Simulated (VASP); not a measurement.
A run of VASP 6.6.1 is set up as follows.

INCAR

```
PREC = Accurate
ENCUT = 520
EDIFF = 1E-6
ISMEAR = 0
SIGMA = 0.1
LREAL = F
LASPH = T
NELM = 100
ALGO = Normal
ISIF = 2
LWAVE = F
LCHARG = F
LDIPOL = T
IDIPOL = 3
DIPOL = 0.5 0.5 0.490
GGA = PS
NBANDS = 31
```

KPOINTS

```
Automatic mesh
0
Gamma
  10 10 1
```

Contents of POSCAR:

```
Al3Ni3N
1.0
    2.8621655562      0.0000000000      0.0000000000
    0.0000000000      2.8621655562      0.0000000000
    0.0000000000      0.0000000000     26.1554138905
Ni Al N
3 3 1
Direct
    0.5000000000      0.5000000000      0.3249805198
    0.5000000000      0.5000000000      0.4344097021
    0.5000000000      0.5000000000      0.5461082211
    0.0000000000      0.0000000000      0.3796951109
    0.0000000000      0.0000000000      0.4892465812
    0.0000000000      0.0000000000      0.5974673309
    0.0000000000      0.3333333333      0.6546822892
```

Potentials or basis: VASP PAW PBE potentials, release 64 (Ni, Al, N).

Command:

```bash
$ cat potpaw_PBE.64/Ni/POTCAR potpaw_PBE.64/Al/POTCAR potpaw_PBE.64/N/POTCAR > POTCAR
$ mpirun -np 1 vasp_std > vasp.out
```

Predict the largest force.

2.071 eV/Å.

Estimate the band gap on the k mesh.

zero (bands 22 and 23 overlap by 0.61 eV).

Forces in eV/Å, atoms in the order of the input:
```
Ni   0.000  0.002  0.736
Ni   0.000 -0.022  0.330
Ni   0.000  0.067 -1.033
Al   0.000  0.000 -1.000
Al   0.000 -0.028  0.038
Al   0.000 -1.865  0.901
N    0.000  1.846  0.028
```

Caveat: the PAW data sets were made with another functional, which shifts forces and pressure a little; the run has no spin polarisation, though such a crystal can be magnetic. Spin polarisation is off, so any magnetic state and its effect on volume and gap are missing.
